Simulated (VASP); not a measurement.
Crystal: Eu.

```
Eu
1.0
    -2.30300    2.30300    2.30300
     2.30300   -2.30300    2.30300
     2.30300    2.30300   -2.30300
Eu
1
Direct
  0.00000 0.00000 0.00000
```

Base run:

```yaml
Program: VASP 6.6.1
Functional: PBE
Potentials_or_basis: VASP PAW PBE potentials, release 64 (Eu)
Cutoff: 520 eV
k_mesh: 10 × 10 × 10
Occupations: fermi-dirac, width 0.05 eV
Spin: collinear spin, ferromagnetic start
Starting_moments: "[6.67] μB"
Fixed_moment: 6.67 μB
```

Its results: pressure -1.7 GPa; site moments Eu +6.53 μB.

After a change of settings the same cell gave: pressure -6.9 GPa; site moments Eu +8.77 μB. Which change was it?
A. fixed moment from 6.67 μB to 9.26 μB; moments at the start from [6.67] to [9.26]
B. fixed moment from 6.67 μB to none; moments at the start from [6.67] to [7.1]
C. fixed moment from 6.67 μB to 8.15 μB; moments at the start from [6.67] to [8.15]
D. fixed moment from 6.67 μB to 11.11 μB; moments at the start from [6.67] to [11.11]

D.

Caveats: the total moment is fixed, so each spin has its own Fermi level and the state may be an excited one; the cell stands under tension (at least some runs).
